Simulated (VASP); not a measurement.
# TaN (CsCl type) (Pm-3m) in VASP: relaxation of cell and atoms with PBE

Aim: the relaxation of cell and atoms of TaN (CsCl type) with PBE.

All numbers are computed with VASP 6.6.1; they aren't measurements. Logs are shortened: lines on timing, memory, paths and dates and some standing lists are left out, and cuts for length are marked.

### Step 1. The cell of the first run

Symmetry: Pm-3m, No. 221, cubic system. Conventional cell: a = 2.722 Å, b = 2.722 Å, c = 2.722 Å, α = 90.00°, β = 90.00°, γ = 90.00°. Within 3.1 Å of Ta (site symmetry m-3m) lie 8 N at 2.36 Å and 6 Ta at 2.72 Å. Within 3.1 Å of N (site symmetry m-3m) lie 8 Ta at 2.36 Å and 6 N at 2.72 Å.

### Step 2. Relaxation of cell and atoms, PBE

Input file INCAR:

```
PREC     = Accurate       # precision mode
ENCUT    = 600            # plane-wave cutoff, eV
EDIFF    = 1E-7           # SCF threshold, eV
ISMEAR   = -1             # smearing method
SIGMA    = 0.05           # smearing width, eV
LREAL    = F              # projectors in reciprocal space
LASPH    = T              # aspherical terms in the spheres
NELM     = 80             # most SCF steps
ALGO     = Normal         # electronic algorithm
ISIF     = 3              # what is computed and relaxed
LWAVE    = F              # write WAVECAR
LCHARG   = F              # write CHGCAR
GGA      = PE             # functional
IBRION   = 2              # ionic algorithm
NSW      = 60             # ionic steps
EDIFFG   = -0.005         # ionic threshold
```

Input file KPOINTS:

```
Automatic mesh
0
Gamma
  15 15 15
```

Input file POSCAR:

```
TaN
1.0
    2.7220233657      0.0000000000      0.0000000000
    0.0000000000      2.7220233657      0.0000000000
    0.0000000000      0.0000000000      2.7220233657
Ta N
1 1
Direct
    0.0000000000      0.0000000000      0.0000000000
    0.5000000000      0.5000000000      0.5000000000
```

Potentials or basis: VASP PAW PBE potentials, release 64 (Ta_pv, N).

The run is started by

```console
> cat potpaw_PBE.64/Ta_pv/POTCAR potpaw_PBE.64/N/POTCAR > POTCAR
> mpirun -np 1 vasp_std > vasp.out
```

OUTCAR:

```text
PREC = Accurate
   ENCUT = 600
   EDIFF = 1E-7
   ISMEAR = -1
   LREAL = F
   LASPH = T
   NELM = 80
   ISIF = 3
   GGA = PE
   IBRION = 2
   NSW = 60
   EDIFFG = -0.005

 ion  position               nearest neighbor table
   1  0.000  0.000  0.000-   2 2.36   2 2.36   2 2.36   2 2.36   2 2.36   2 2.36   2 2.36   2 2.36

   2  0.500  0.500  0.500-   1 2.36   1 2.36   1 2.36   1 2.36   1 2.36   1 2.36   1 2.36   1 2.36

  LATTYP: Found a simple cubic cell.
 ALAT       =     2.7220233657

  Lattice vectors:

 A1 = (   2.7220233657,   0.0000000000,   0.0000000000)
 A2 = (   0.0000000000,   2.7220233657,   0.0000000000)
 A3 = (   0.0000000000,   0.0000000000,   2.7220233657)

Analysis of symmetry for initial positions (statically):
=====================================================================
 Subroutine PRICEL returns:
 Original cell was already a primitive cell.

 Routine SETGRP: Setting up the symmetry group for a
 simple cubic supercell.

 Subroutine GETGRP returns: Found 48 space group operations
 (whereof 48 operations were pure point group operations)
 out of a pool of 48 trial point group operations.

The static configuration has the point symmetry O_h .

Analysis of symmetry for dynamics (positions and initial velocities):
=====================================================================
 Subroutine PRICEL returns:
 Original cell was already a primitive cell.

 Routine SETGRP: Setting up the symmetry group for a
 simple cubic supercell.

 Subroutine GETGRP returns: Found 48 space group operations
 (whereof 48 operations were pure point group operations)
 out of a pool of 48 trial point group operations.

The dynamic configuration has the point symmetry O_h .

 Subroutine INISYM returns: Found 48 space group operations
 (whereof 48 operations are pure point group operations),
 and found     1 'primitive' translations

----------------------------------------------------------------------------------------

                                     Primitive cell

  volume of cell :      20.1686

  direct lattice vectors                    reciprocal lattice vectors
     2.722023366  0.000000000  0.000000000     0.367373775  0.000000000  0.000000000
     0.000000000  2.722023366  0.000000000     0.000000000  0.367373775  0.000000000
     0.000000000  0.000000000  2.722023366     0.000000000  0.000000000  0.367373775

  length of vectors
     2.722023366  2.722023366  2.722023366     0.367373775  0.367373775  0.367373775

  position of ions in fractional coordinates (direct lattice)
     0.000000000  0.000000000  0.000000000
     0.500000000  0.500000000  0.500000000

  ion indices of the primitive-cell ions
   primitive index   ion index
                 1           1
                 2           2

----------------------------------------------------------------------------------------

 KPOINTS: Automatic mesh

Automatic generation of k-mesh.
 Grid dimensions read from file:
 generate k-points for:   15   15   15

 Generating k-lattice:

  Cartesian coordinates                     Fractional coordinates (reciprocal lattice)
     0.024491585  0.000000000  0.000000000     0.066666667  0.000000000  0.000000000
     0.000000000  0.024491585  0.000000000     0.000000000  0.066666667  0.000000000
     0.000000000  0.000000000  0.024491585     0.000000000  0.000000000  0.066666667

  Length of vectors
     0.024491585  0.024491585  0.024491585

  Shift w.r.t. Gamma in fractional coordinates (k-lattice)
     0.000000000  0.000000000  0.000000000

 Subroutine IBZKPT returns following result:
 ===========================================

 Found    120 irreducible k-points:

 Following reciprocal coordinates:
            Coordinates               Weight
  0.000000  0.000000  0.000000      1.000000
  0.066667  0.000000  0.000000      6.000000
  0.133333  0.000000  0.000000      6.000000
  0.200000  0.000000  0.000000      6.000000
  0.266667  0.000000  0.000000      6.000000
  0.333333  0.000000  0.000000      6.000000
[... 16 lines left out ...]
  0.266667  0.200000  0.000000     24.000000
  0.333333  0.200000  0.000000     24.000000
 [... further k-points ...]
   k-points           NKPTS =    120   k-points in BZ     NKDIM =    120   number of bands    NBANDS=     12
   number of dos      NEDOS =    301   number of ions     NIONS =      2
   total plane-waves  NPLWV =  13824
   dimension x,y,z NGX =    24 NGY =   24 NGZ =   24
   dimension x,y,z NGXF=    48 NGYF=   48 NGZF=   48
   ions per type =               1   1
   NGX,Y,Z   is equivalent  to a cutoff of  14.66, 14.66, 14.66 a.u.
   NGXF,Y,Z  is equivalent  to a cutoff of  29.32, 29.32, 29.32 a.u.
 SYSTEM =  unknown system
   PREC   = accura    normal or accurate (medium, high low for compatibility)
   ISTART =      0    job   : 0-new  1-cont  2-samecut
   ICHARG =      2    charge: 1-file 2-atom 10-const
   ISPIN  =      1    spin polarized calculation?
   LNONCOLLINEAR =      F non collinear calculations
   LSORBIT =      F    spin-orbit coupling
   LASPH  =      T    aspherical Exc in radial PAW
   ENCUT  =  600.0 eV  44.10 Ry    6.64 a.u.   5.44  5.44  5.44*2*pi/ulx,y,z
   NELM   =     80;   NELMIN=  2; NELMDL= -5     # of ELM steps
   EDIFF  = 0.1E-06   stopping-criterion for ELM
   LREAL  =      F    real-space projection
   EDIFFG = -.5E-02   stopping-criterion for IOM
   NSW    =     60    number of steps for IOM
   IBRION =      2    ionic relax: 0-MD 1-quasi-New 2-CG
   NFREE  =      1    steps in history (QN), initial steepest desc. (CG)
   ISIF   =      3    stress and relaxation
   ISYM   =      2    0-nonsym 1-usesym 2-fastsym
   POTIM  = 0.5000    time-step for ionic-motion
   TEBEG  =    0.0;   TEEND  =   0.0 temperature during run
   PSTRESS=    0.0 pullay stress
   NELECT =      16.0000    total number of electrons
   NUPDOWN=      -1.0000    fix difference up-down
   EMIN   =  10.00;   EMAX   =-10.00  energy-range for DOS
   EFERMI =   0.00;   METHOD = LEGACY
   ISMEAR =    -1;   SIGMA  =   0.05  broadening in eV -4-tet -1-fermi 0-gaus
   EFERMI_NEDOS =   21; number of points for ismear=-14 and -15
   IALGO  =     38    algorithm
   IMIX   =      4    mixing-type and parameters
     AMIX     =   0.40;   BMIX     =  1.00
     AMIX_MAG =   1.60;   BMIX_MAG =  1.00
  volume/ion in A,a.u.               =      10.08        68.05
  Fermi-wavevector in a.u.,A,eV,Ry     =   1.515501  2.863882 31.249101  2.296744
  Thomas-Fermi vector in A             =   2.625017
   LORBIT       =      0    0 simple, 1 ext, 2 COOP (PROOUT), +10 PAW based schemes
   GGA     = PE    functional components
   LHFCALC =     F    Hartree Fock is set to
   AEXX    =    0.0000 exact exchange contribution
   IVDW    =     0    specifies the selected vdW correction
   LEPSILON=     F    determine dielectric tensor
   LRPA    =     F    only Hartree local field effects (RPA)
 conjugate gradient relaxation of ions
 non-spin polarized calculation
  energy-cutoff  :      600.00
  volume of cell :       20.17
 maximum number of plane-waves:       695
 NGX is ok and might be reduce to    24
   NGX = 11   NGY = 11   NGZ = 11

--------------------------------------- Ionic step        1  -------------------------------------------

 number of electron      15.9999997 magnetization

 Free energy of the ion-electron system (eV)
  ---------------------------------------------------
  ext. energy  EPLUGINS =         0.00000000
  ---------------------------------------------------
  free energy    TOTEN  =       -20.81706251 eV

  energy without entropy =      -20.81193112  energy(sigma->0) =      -20.81449682

------------------------ aborting loop because EDIFF is reached ----------------------------------------

  FORCE on cell =-STRESS in cart. coord.  units (eV):
  Direction    XX          YY          ZZ          XY          YZ          ZX
  --------------------------------------------------------------------------------------
  -------------------------------------------------------------------------------------
  Total        1.4126137      1.4126137      1.4126137      0.0000000     -0.0000000      0.0000000
  in kB      112.2169507    112.2169507    112.2169507      0.0000000     -0.0000000      0.0000000
  external PRESSURE =     112.2169507 kB  Pullay stress =       0.0000000 kB
[... 93 lines left out ...]
  energy  without entropy=      -20.8347164894  energy(sigma->0) =      -20.83748095

--------------------------------------- Ionic step        4  -------------------------------------------

 number of electron      16.0000001 magnetization

 Free energy of the ion-electron system (eV)
  ---------------------------------------------------
  ext. energy  EPLUGINS =         0.00000000
  ---------------------------------------------------
  free energy    TOTEN  =       -20.84025663 eV

  energy without entropy =      -20.83473584  energy(sigma->0) =      -20.83749624

 E-fermi :   9.2794     XC(G=0): -13.6071

 val. band max:        9.2424149818   @ k =   0.2667   0.2667   0.2667
 cond. band min:       9.2970515137   @ k =   0.2667   0.0667   0.0667
 fundamental gap:      0.0546365319
 Fermi energy:         9.2793797541

 k-point     1 :       0.0000    0.0000    0.0000
  band No.  band energies     occupation
      1     -25.9894      2.00000
      2     -25.9894      2.00000
      3     -25.9894      2.00000
      4      -9.0061      2.00000
      5       4.4740      2.00000
      6       4.4740      2.00000
      7       6.5568      2.00000
      8       6.5568      2.00000
      9       6.5568      2.00000
     10      11.4132      0.00000
     11      13.1071      0.00000
     12      13.1071      0.00000
[... 331 lines left out ...]
 k-point    24 :       0.3333    0.2000    0.0000
  band No.  band energies     occupation
      1     -26.8754      2.00000
      2     -26.3239      2.00000
      3     -25.8615      2.00000
      4      -7.0084      2.00000
      5       1.2703      2.00000
      6       3.9814      2.00000
      7       5.4716      2.00000
      8       6.5657      2.00000
      9      11.1017      0.00000
     10      11.5996      0.00000
     11      11.8838      0.00000
     12      13.9087      0.00000

 [... further k-points ...]

------------------------ aborting loop because EDIFF is reached ----------------------------------------

  FORCE on cell =-STRESS in cart. coord.  units (eV):
  Direction    XX          YY          ZZ          XY          YZ          ZX
  --------------------------------------------------------------------------------------
  -------------------------------------------------------------------------------------
  Total       -0.0016071     -0.0016071     -0.0016071     -0.0000000     -0.0000000      0.0000000
  in kB       -0.1234764     -0.1234764     -0.1234764     -0.0000000     -0.0000000      0.0000000
  external PRESSURE =      -0.1234764 kB  Pullay stress =       0.0000000 kB
[... 17 lines left out ...]
  FREE ENERGIE OF THE ION-ELECTRON SYSTEM (eV)
  ---------------------------------------------------
  free  energy   TOTEN  =       -20.8402566344 eV

  energy  without entropy=      -20.8347358403  energy(sigma->0) =      -20.83749624

 reached required accuracy - stopping structural energy minimisation
```

Wall time 81 s (1 thread of Intel Xeon 8259CL, shared host); peak memory 0.18 GiB.

Results:

- Free energy: -20.8403 eV
- Relaxed volume: 10.43 Å³/atom
- Relaxed cell: a = 2.752 Å, b = 2.752 Å, c = 2.752 Å, α = 90.00°, β = 90.00°, γ = 90.00°
- Space group after relaxing (to 0.1 Å): Pm-3m (No. 221)
- Energy gained by relaxing: 11.6 meV/atom
- Ionic steps: 4
- Pressure after relaxing: 0.0 GPa
- Band gap on the k mesh: zero (bands 8 and 9 overlap by 8.18 eV)

Step by step:
```tsv
step	energy change (eV)	largest force (eV/Å)	pressure (GPa)	volume (Å³)
1	0.0000	0.0000	11.22	20.17
2	0.0639	0.0000	-18.12	22.30
3	-0.0232	0.0000	-0.22	20.87
4	-0.0232	0.0000	-0.01	20.85
```

Final structure:
```xyz
2
Lattice="2.7525 0.0000 0.0000 0.0000 2.7525 0.0000 0.0000 0.0000 2.7525" Properties=species:S:1:pos:R:3 pbc="T T T"
Ta    0.0000    0.0000    0.0000
N     1.3762    1.3762    1.3762
```

Caveat: spin-orbit coupling is left out, which moves the levels of the heavy elements.
